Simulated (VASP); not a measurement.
# Al2O3 (corundum) (R-3c) in VASP: further runs

Al2O3 (corundum) is run at these levels: PBEsol; tasks: single point, relaxation of cell and atoms.

Everything below comes from runs of VASP 6.6.1. Logs are shortened: lines on timing, memory, paths and dates and some standing lists are left out, and cuts for length are marked.

## 1. The cell of the first run

It takes space group R-3c (No. 167, trigonal). Conventional cell: a = 4.774 Å, b = 4.774 Å, c = 13.014 Å, α = 90.00°, β = 90.00°, γ = 120.00°. Al (site symmetry 3) has 6 O at 1.86 to 1.97 Å within 2.5 Å. Within 2.5 Å of O (site symmetry 2) lie 4 Al at 1.86 to 1.97 Å.

## 2. Single point, PBEsol

INCAR

```
SYSTEM = Al2O3
PREC = Accurate ; ENCUT = 520
EDIFF = 1E-6 ; ISMEAR = 0
SIGMA = 0.01 ; LREAL = .False.
LASPH = .True. ; NELM = 80
ALGO = Normal ; ISIF = 2
LWAVE = .False. ; LCHARG = .True.
GGA = PS ; LELF = .True.
LVHAR = .True. ; NBANDS = 35
```

KPOINTS

```
Automatic mesh
0
Gamma
  5 5 5
  0 0 0
```

POSCAR

```
Al2O3
1.0
    2.3869806195      1.3781239032      4.3379899715
   -2.3869806195      1.3781239032      4.3379899715
    0.0000000000     -2.7562478064      4.3379899715
Al O
4 6
Direct
    0.3520795898      0.3520795898      0.3520795898
    0.6479204102      0.6479204102      0.6479204102
    0.1479204102      0.1479204102      0.1479204102
    0.8520795898      0.8520795898      0.8520795898
    0.5558580802      0.9441419198      0.2500000000
    0.4441419198      0.0558580802      0.7500000000
    0.2500000000      0.5558580802      0.9441419198
    0.7500000000      0.4441419198      0.0558580802
    0.9441419198      0.2500000000      0.5558580802
    0.0558580802      0.7500000000      0.4441419198
```

Potentials or basis: VASP PAW PBE potentials, release 64 (Al, O).

Command:

```sh
cat potpaw_PBE.64/Al/POTCAR potpaw_PBE.64/O/POTCAR > POTCAR
mpirun -np 1 vasp_std > vasp.out
```

OUTCAR:

```text
SYSTEM = Al2O3
   PREC = Accurate
   ENCUT = 520
   EDIFF = 1E-6
   ISMEAR = 0
   LREAL = .False.
   LASPH = .True.
   NELM = 80
   ISIF = 2
   GGA = PS

 ion  position               nearest neighbor table
   1  0.352  0.352  0.352-   8 1.86   6 1.86  10 1.86   9 1.97   7 1.97   5 1.97   3 2.66   2 2.80
                             2 2.80   2 2.80   3 3.23   3 3.23   3 3.23
   2  0.648  0.648  0.648-   7 1.86   5 1.86   9 1.86   8 1.97  10 1.97   6 1.97   4 2.66   1 2.80
                             1 2.80   1 2.80   4 3.23   4 3.23   4 3.23
   3  0.148  0.148  0.148-  10 1.86   6 1.86   8 1.86   9 1.97   7 1.97   5 1.97   1 2.66   4 2.80
                             4 2.80   4 2.80   1 3.23   1 3.23   1 3.23
   4  0.852  0.852  0.852-   9 1.86   5 1.86   7 1.86   8 1.97  10 1.97   6 1.97   2 2.66   3 2.80
                             3 2.80   3 2.80   2 3.23   2 3.23   2 3.23
   5  0.556  0.944  0.250-   2 1.86   4 1.86   3 1.97   1 1.97
   6  0.444  0.056  0.750-   1 1.86   3 1.86   2 1.97   4 1.97
   7  0.250  0.556  0.944-   2 1.86   4 1.86   3 1.97   1 1.97
   8  0.750  0.444  0.056-   1 1.86   3 1.86   2 1.97   4 1.97
   9  0.944  0.250  0.556-   4 1.86   2 1.86   3 1.97   1 1.97
  10  0.056  0.750  0.444-   3 1.86   1 1.86   2 1.97   4 1.97

  LATTYP: Found a trigonal (rhomboedric) cell.
 ALAT       =     5.1395582459
 COS(alpha) =     0.5686039175

  Lattice vectors:

 A1 = (   2.3869806195,   1.3781239032,   4.3379899715)
 A2 = (  -2.3869806195,   1.3781239032,   4.3379899715)
 A3 = (   0.0000000000,  -2.7562478064,   4.3379899715)

Analysis of symmetry for initial positions (statically):
=====================================================================
 Subroutine PRICEL returns:
 Original cell was already a primitive cell.

 Routine SETGRP: Setting up the symmetry group for a
 trigonal (rhombohedral) supercell.

 Subroutine GETGRP returns: Found 12 space group operations
 (whereof  6 operations were pure point group operations)
 out of a pool of 12 trial point group operations.

The static configuration has the point symmetry S_6 .
 The point group associated with its full space group is D_3d.

Analysis of symmetry for dynamics (positions and initial velocities):
=====================================================================
 Subroutine PRICEL returns:
 Original cell was already a primitive cell.

 Routine SETGRP: Setting up the symmetry group for a
 trigonal (rhombohedral) supercell.

 Subroutine GETGRP returns: Found 12 space group operations
 (whereof  6 operations were pure point group operations)
 out of a pool of 12 trial point group operations.

The dynamic configuration has the point symmetry S_6 .
 The point group associated with its full space group is D_3d.

 Subroutine INISYM returns: Found 12 space group operations
 (whereof  6 operations are pure point group operations),
 and found     1 'primitive' translations

----------------------------------------------------------------------------------------

                                     Primitive cell

  volume of cell :      85.6203

  direct lattice vectors                    reciprocal lattice vectors
     2.386980620  1.378123903  4.337989971     0.209469652  0.120937360  0.076840503
    -2.386980620  1.378123903  4.337989971    -0.209469652  0.120937360  0.076840503
     0.000000000 -2.756247806  4.337989971     0.000000000 -0.241874720  0.076840503

  length of vectors
     5.139558246  5.139558246  5.139558246     0.253787004  0.253787004  0.253787004

  position of ions in fractional coordinates (direct lattice)
     0.352079590  0.352079590  0.352079590
     0.647920410  0.647920410  0.647920410
     0.147920410  0.147920410  0.147920410
     0.852079590  0.852079590  0.852079590
     0.555858080  0.944141920  0.250000000
     0.444141920  0.055858080  0.750000000
     0.250000000  0.555858080  0.944141920
     0.750000000  0.444141920  0.055858080
     0.944141920  0.250000000  0.555858080
     0.055858080  0.750000000  0.444141920

  ion indices of the primitive-cell ions
   primitive index   ion index
                 1           1
                 2           2
                 3           3
                 4           4
                 5           5
                 6           6
                 7           7
                 8           8
                 9           9
                10          10

----------------------------------------------------------------------------------------

 KPOINTS: Automatic mesh

Automatic generation of k-mesh.
 Grid dimensions read from file:
 generate k-points for:    5    5    5

 Generating k-lattice:

  Cartesian coordinates                     Fractional coordinates (reciprocal lattice)
     0.041893930  0.024187472  0.015368101     0.200000000 -0.000000000  0.000000000
    -0.041893930  0.024187472  0.015368101    -0.000000000  0.200000000  0.000000000
     0.000000000 -0.048374944  0.015368101     0.000000000  0.000000000  0.200000000

  Length of vectors
     0.050757401  0.050757401  0.050757401

  Shift w.r.t. Gamma in fractional coordinates (k-lattice)
     0.000000000  0.000000000  0.000000000

 Subroutine IBZKPT returns following result:
 ===========================================

 Found     19 irreducible k-points:

 Following reciprocal coordinates:
            Coordinates               Weight
  0.000000  0.000000  0.000000      1.000000
  0.200000  0.000000  0.000000      6.000000
  0.400000  0.000000  0.000000      6.000000
  0.200000  0.200000  0.000000      6.000000
  0.400000  0.200000 -0.000000     12.000000
 -0.400000  0.200000  0.000000     12.000000
[... 11 lines left out ...]
  0.400000  0.400000  0.400000      2.000000
 -0.400000  0.400000  0.400000      6.000000
   k-points           NKPTS =     19   k-points in BZ     NKDIM =     19   number of bands    NBANDS=     35
   number of dos      NEDOS =    301   number of ions     NIONS =     10
   total plane-waves  NPLWV =  64000
   dimension x,y,z NGX =    40 NGY =   40 NGZ =   40
   dimension x,y,z NGXF=    80 NGYF=   80 NGZF=   80
   ions per type =               4   6
   NGX,Y,Z   is equivalent  to a cutoff of  12.94, 12.94, 12.94 a.u.
   NGXF,Y,Z  is equivalent  to a cutoff of  25.88, 25.88, 25.88 a.u.
 SYSTEM =  Al2O3
   PREC   = accura    normal or accurate (medium, high low for compatibility)
   ISTART =      0    job   : 0-new  1-cont  2-samecut
   ICHARG =      2    charge: 1-file 2-atom 10-const
   ISPIN  =      1    spin polarized calculation?
   LNONCOLLINEAR =      F non collinear calculations
   LSORBIT =      F    spin-orbit coupling
   LASPH  =      T    aspherical Exc in radial PAW
   ENCUT  =  520.0 eV  38.22 Ry    6.18 a.u.   9.56  9.56  9.56*2*pi/ulx,y,z
   NELM   =     80;   NELMIN=  2; NELMDL= -5     # of ELM steps
   EDIFF  = 0.1E-05   stopping-criterion for ELM
   LREAL  =      F    real-space projection
   EDIFFG = 0.1E-04   stopping-criterion for IOM
   NSW    =      0    number of steps for IOM
   IBRION =     -1    ionic relax: 0-MD 1-quasi-New 2-CG
   NFREE  =      0    steps in history (QN), initial steepest desc. (CG)
   ISIF   =      2    stress and relaxation
   ISYM   =      2    0-nonsym 1-usesym 2-fastsym
   POTIM  = 0.5000    time-step for ionic-motion
   TEBEG  =    0.0;   TEEND  =   0.0 temperature during run
   PSTRESS=    0.0 pullay stress
   NELECT =      48.0000    total number of electrons
   NUPDOWN=      -1.0000    fix difference up-down
   EMIN   =  10.00;   EMAX   =-10.00  energy-range for DOS
   EFERMI =   0.00;   METHOD = LEGACY
   ISMEAR =     0;   SIGMA  =   0.01  broadening in eV -4-tet -1-fermi 0-gaus
   EFERMI_NEDOS =   21; number of points for ismear=-14 and -15
   IALGO  =     38    algorithm
   IMIX   =      4    mixing-type and parameters
     AMIX     =   0.40;   BMIX     =  1.00
     AMIX_MAG =   1.60;   BMIX_MAG =  1.00
  volume/ion in A,a.u.               =       8.56        57.78
  Fermi-wavevector in a.u.,A,eV,Ry     =   1.349883  2.550910 24.792335  1.822185
  Thomas-Fermi vector in A             =   2.477434
   LORBIT       =      0    0 simple, 1 ext, 2 COOP (PROOUT), +10 PAW based schemes
   GGA     = PS    functional components
   LHFCALC =     F    Hartree Fock is set to
   AEXX    =    0.0000 exact exchange contribution
   IVDW    =     0    specifies the selected vdW correction
   LEPSILON=     F    determine dielectric tensor
   LRPA    =     F    only Hartree local field effects (RPA)
 non-spin polarized calculation
 Gauss-broadening in eV      SIGMA  =   0.01
  energy-cutoff  :      520.00
  volume of cell :       85.62
 maximum number of plane-waves:      2321
 NGX is ok and might be reduce to    40
   NGX = 19   NGY = 19   NGZ = 19

 number of electron      48.0000012 magnetization

 Free energy of the ion-electron system (eV)
  ---------------------------------------------------
  ext. energy  EPLUGINS =         0.00000000
  ---------------------------------------------------
  free energy    TOTEN  =       -78.66434792 eV

  energy without entropy =      -78.66434792  energy(sigma->0) =      -78.66434792

 E-fermi :   5.9957     XC(G=0): -11.9061

 val. band max:        5.9512730983   @ k =   0.0000   0.0000   0.0000
 cond. band min:      11.9899110097   @ k =   0.0000   0.0000   0.0000
 fundamental gap:      6.0386379113
 Fermi energy:         5.9956771133

 k-point     1 :       0.0000    0.0000    0.0000
  band No.  band energies     occupation
      1     -13.2004      2.00000
      2     -10.8450      2.00000
      3     -10.5647      2.00000
      4     -10.5647      2.00000
      5     -10.2407      2.00000
      6     -10.2407      2.00000
[... 27 lines left out ...]
     34      19.4033      0.00000
     35      20.3885      0.00000
[... 653 lines left out ...]
      5     -10.3151      2.00000
      6     -10.2470      2.00000
[... 27 lines left out ...]
     34      18.9100      0.00000
     35      19.8940      0.00000

------------------------ aborting loop because EDIFF is reached ----------------------------------------

  FORCE on cell =-STRESS in cart. coord.  units (eV):
  Direction    XX          YY          ZZ          XY          YZ          ZX
  --------------------------------------------------------------------------------------
  -------------------------------------------------------------------------------------
  Total        0.0467412      0.0467412      0.0152658      0.0000000     -0.0000000      0.0000000
  in kB        0.8746482      0.8746482      0.2856633      0.0000000     -0.0000000      0.0000000
  external PRESSURE =       0.6783199 kB  Pullay stress =       0.0000000 kB

 VOLUME and BASIS-vectors are now :
 -----------------------------------------------------------------------------
  energy-cutoff  :      520.00
  volume of cell :       85.62
      direct lattice vectors                 reciprocal lattice vectors
     2.386980620  1.378123903  4.337989971     0.209469652  0.120937360  0.076840503
    -2.386980620  1.378123903  4.337989971    -0.209469652  0.120937360  0.076840503
     0.000000000 -2.756247806  4.337989971     0.000000000 -0.241874720  0.076840503

 POSITION                                       TOTAL-FORCE (eV/Angst)
 -----------------------------------------------------------------------------------
      0.00000      0.00000      4.58195        -0.000000     -0.000000     -0.001579
      0.00000      0.00000      8.43202        -0.000000     -0.000000      0.001579
      0.00000      0.00000      1.92503        -0.000000     -0.000000      0.001579
      0.00000      0.00000     11.08894        -0.000000     -0.000000     -0.001579
     -0.92683      1.37812      7.59148        -0.004507     -0.000000     -0.000000
      0.92683     -1.37812      5.42249         0.004507     -0.000000     -0.000000
     -0.73008     -1.49172      7.59148         0.002253     -0.003903     -0.000000
      0.73008      1.49172      5.42249        -0.002253      0.003903     -0.000000
      1.65690      0.11359      7.59148         0.002253      0.003903     -0.000000
     -1.65690     -0.11359      5.42249        -0.002253     -0.003903     -0.000000
 -----------------------------------------------------------------------------------
    total drift:                               -0.000000      0.000000     -0.000000

  FREE ENERGIE OF THE ION-ELECTRON SYSTEM (eV)
  ---------------------------------------------------
  free  energy   TOTEN  =       -78.6643479199 eV

  energy  without entropy=      -78.6643479199  energy(sigma->0) =      -78.66434792
```

Wall time 50 s (1 thread of AMD EPYC 7R13 (Zen 3), shared host); peak memory 0.2 GiB.

Results:

```
Free energy            : -78.6643 eV
Pressure               : 0.1 GPa
Largest force          : 0.005 eV/Å
Band gap on the k mesh : 6.04 eV, direct
```

Forces in eV/Å, atoms in the order of the input:
```
Al   0.000  0.000 -0.002
Al   0.000  0.000  0.002
Al   0.000  0.000  0.002
Al   0.000  0.000 -0.002
O   -0.005  0.000  0.000
O    0.005  0.000  0.000
O    0.002 -0.004  0.000
O   -0.002  0.004  0.000
O    0.002  0.004  0.000
O   -0.002 -0.004  0.000
```

Levels at points of the mesh, in eV from the valence-band top:
```
           k point  band 22  band 23  band 24  band 25  band 26  band 27
(0.00, 0.00, 0.00)    -0.04    -0.04     0.00     6.04     8.91    10.59
```

Caveat: the PAW data sets were made with another functional, which shifts forces and pressure a little.

## 3. Relaxation of cell and atoms, PBEsol

This run uses another cell than the first one, of 8.49 Å³/atom, 0.992 times its volume.

INCAR

```
ALGO     = Normal         # electronic algorithm
EDIFF    = 1E-7           # SCF threshold, eV
EDIFFG   = -0.001         # ionic threshold
ENCUT    = 600            # plane-wave cutoff, eV
GGA      = PS             # functional
IBRION   = 2              # ionic algorithm
ISIF     = 3              # what is computed and relaxed
ISMEAR   = 0              # smearing method
LASPH    = True           # aspherical terms in the spheres
LCHARG   = False          # write CHGCAR
LREAL    = False          # projectors in reciprocal space
LWAVE    = False          # write WAVECAR
NELM     = 60             # most SCF steps
NSW      = 80             # ionic steps
PREC     = Accurate       # precision mode
SIGMA    = 0.01           # smearing width, eV
```

KPOINTS

```
k-points
0
Gamma
  5 5 5
```

POSCAR

```
Al2O3
1.0
    2.3795000000      1.3738049655      4.3303333333
   -2.3795000000      1.3738049655      4.3303333333
    0.0000000000     -2.7476099311      4.3303333333
Al O
4 6
Direct
    0.3522000000      0.3522000000      0.3522000000
    0.6478000000      0.6478000000      0.6478000000
    0.1478000000      0.1478000000      0.1478000000
    0.8522000000      0.8522000000      0.8522000000
    0.5563000000      0.9437000000      0.2500000000
    0.4437000000      0.0563000000      0.7500000000
    0.2500000000      0.5563000000      0.9437000000
    0.7500000000      0.4437000000      0.0563000000
    0.9437000000      0.2500000000      0.5563000000
    0.0563000000      0.7500000000      0.4437000000
```

Potentials or basis: VASP PAW PBE potentials, release 64 (Al, O).

Command:

```sh
cat potpaw_PBE.64/Al/POTCAR potpaw_PBE.64/O/POTCAR > POTCAR
mpirun -np 1 vasp_std > vasp.out
```

Run time: 3.2 min. Hardware: 1 thread of AMD EPYC 7R13 (Zen 3), shared host; peak memory 0.24 GiB.

The run converged. Its results:

* Free energy: -78.6803 eV
* Relaxed volume: 8.55 Å³/atom
* Relaxed cell: a = 5.138 Å, b = 5.138 Å, c = 5.138 Å, α = 55.35°, β = 55.35°, γ = 55.35°
* Space group after relaxing (to 0.05 Å): R-3c (No. 167)
* Energy gained by relaxing: 0.4 meV/atom
* Ionic steps: 8
* Pressure after relaxing: 0.0 GPa
* Band gap on the k mesh: 6.05 eV, direct

The path:
| step | energy change (eV) | largest force (eV/Å) | pressure (GPa) | volume (Å³) |
| --- | --- | --- | --- | --- |
| 1 | 0.0000 | 0.0525 | 1.77 | 84.93 |
| 2 | -0.0013 | 0.0223 | -1.55 | 86.09 |
| 3 | -0.0040 | 0.0247 | -0.08 | 85.57 |
| 4 | -0.0040 | 0.0051 | 0.02 | 85.54 |
| 5 | -0.0041 | 0.0034 | 0.00 | 85.54 |
| 6 | -0.0041 | 0.0037 | 0.01 | 85.54 |
| 7 | -0.0041 | 0.0017 | 0.00 | 85.54 |
| 8 | -0.0041 | 0.0007 | 0.00 | 85.55 |

Final structure:
```yaml
crystal:
  lattice:
    - [2.38642, 1.37780, 4.33619]
    - [-2.38642, 1.37780, 4.33619]
    - [0.00000, -2.75561, 4.33619]
  atoms:
    - { symbol: Al, position: [0.35208, 0.35208, 0.35208] }
    - { symbol: Al, position: [0.64792, 0.64792, 0.64792] }
    - { symbol: Al, position: [0.14792, 0.14792, 0.14792] }
    - { symbol: Al, position: [0.85208, 0.85208, 0.85208] }
    - { symbol: O, position: [0.55580, 0.94420, 0.25000] }
    - { symbol: O, position: [0.44420, 0.05580, 0.75000] }
    - { symbol: O, position: [0.25000, 0.55580, 0.94420] }
    - { symbol: O, position: [0.75000, 0.44420, 0.05580] }
    - { symbol: O, position: [0.94420, 0.25000, 0.55580] }
    - { symbol: O, position: [0.05580, 0.75000, 0.44420] }
```

Levels at points of the mesh, in eV from the valence-band top:
| k point | band 22 | band 23 | band 24 | band 25 | band 26 | band 27 |
| --- | --- | --- | --- | --- | --- | --- |
| (0.00, 0.00, 0.00) | -0.04 | -0.04 | 0.00 | 6.05 | 8.91 | 10.60 |

Caveat: the PAW data sets were made with another functional, which shifts forces and pressure a little.
